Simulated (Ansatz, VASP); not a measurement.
## Rh in VASP and in Ansatz

```
Rh
1.0
     2.60217    0.00000    0.00000
    -1.30109    2.25355    0.00000
     0.00000    0.00000    4.38484
Rh
2
Direct
  0.66667 0.33333 0.75000
  0.33333 0.66667 0.25000
```

Change from the starting cell: strain -0.0450 x Voigt [1, 1, 0, 0, 0, 0], atoms carried along.

Alike in both runs: task single point; functional PBE; k mesh 24 × 24 × 14; occupations gaussian, width 0.15 eV; no spin polarisation.

|  | VASP | Ansatz |
| --- | --- | --- |
| version | VASP 6.6.1 | Ansatz 0.2.0 |
| potentials or method | VASP PAW PBE potentials, release 64 (Rh_pv), cutoff 520 eV | scalar-relativistic, plane waves, PAW |
| valence electrons in the cell | 30 | 34 |

```tsv
	VASP	Ansatz	Ansatz less VASP
gap on the k mesh at the Fermi level (eV)	none	none	-
pressure (GPa)	30.4	30.3	-0.08
traceless stress, the component that is largest in VASP (GPa)	-10.35	-10.33	+0.020
```

A gap of «none» marks a metal or a gap that the smearing closes. Both programs put the cell under a high pressure, so it lies far from rest at this level. VASP's potentials hold 30 valence electrons a cell and Ansatz's 34, so a difference there can come from the potentials and not from the codes.
